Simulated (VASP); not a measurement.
KF: single point with SVWN5

Crystal: KF.

```
K F
1.0
     3.30184    0.00000    0.00000
     0.00000    3.30184    0.00000
     0.00000    0.00000    3.30184
K F
1 1
Direct
  0.00000 0.00000 0.00000
  0.50000 0.50000 0.50000
```

* Program: VASP 6.6.1
* Task: single point
* Functional: SVWN5
* Potentials or basis: VASP PAW PBE potentials, release 64 (K_sv, F)
* Cutoff: 600 eV
* k mesh: 8 × 8 × 8
* Occupations: fermi-dirac, width 0.01 eV
* Spin: no spin polarisation

| Item | Value |
| --- | --- |
| Pressure | -6.5 GPa |
| Band gap on the k mesh | 5.65 eV (least direct gap 5.71 eV) |

Levels at points of the mesh, in eV from the valence-band top:
```csv
k point,band 5,band 6,band 7,band 8,band 9,band 10,band 11,band 12
"(0.00, 0.00, 0.00)",-9.89,-0.06,-0.06,-0.06,5.65,8.04,8.04,13.64
"(0.50, 0.00, 0.00)",-9.79,-1.22,-0.16,-0.16,8.84,9.06,10.18,12.17
"(0.50, 0.50, 0.00)",-9.71,-0.62,-0.62,0.00,8.16,8.60,11.64,11.64
"(0.50, 0.50, 0.50)",-10.44,-1.01,-1.01,-1.01,10.11,10.11,10.11,14.37
```

It took 11 s on 1 thread of AMD EPYC 9R45 96-Core Processor (Zen 5), on a shared host, peak memory 0.12 GiB.

Caveat: the cell stands under tension; the PAW data sets were made with another functional, which shifts forces and pressure a little. A k mesh can miss the band edges.
